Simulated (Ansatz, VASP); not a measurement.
## Two plane-wave programs on CdHgP

```
Cd Hg P
1.0
     4.91756    0.00000    0.00000
     0.00000    4.91756    0.00000
     0.00000    0.00000    6.41099
Cd Hg P
2 2 2
Direct
  0.00000 0.00000 0.75000
  0.00000 0.00000 0.25000
  0.50000 0.50000 0.00000
  0.50000 0.50000 0.50000
  0.50000 0.00000 0.50000
  0.00000 0.50000 0.00000
```

Change from the starting cell: species swapped into the TbCoC type (P4_2/mmc, No. 131).

Alike in both runs: task relaxation of cell and atoms; functional PBE; k mesh 8 × 8 × 6; occupations gaussian, width 0.1 eV; no spin polarisation.

|  | VASP | Ansatz |
| --- | --- | --- |
| version | VASP 6.6.1 | Ansatz 0.2.0 |
| potentials or method | VASP PAW PBE potentials, release 64 (Cd, Hg, P), cutoff 600 eV | scalar-relativistic, plane waves, PAW |
| valence electrons in the cell | 58 | 90 |

|  | VASP | Ansatz | Ansatz less VASP |
| --- | --- | --- | --- |
| gap on the k mesh at the Fermi level, each at its own relaxed structure (eV) | none | none | - |
| relaxed volume (Å³/atom) | 25.92 | 25.74 | -0.174 |
| relaxed cell length with the largest relative difference (Å) | 6.186 | 6.162 | -0.0242 |

A gap of «none» marks a metal or a gap that the smearing closes. VASP's potentials hold 58 valence electrons a cell and Ansatz's 90, so a difference there can come from the potentials and not from the codes.

Spin-orbit coupling is off throughout.
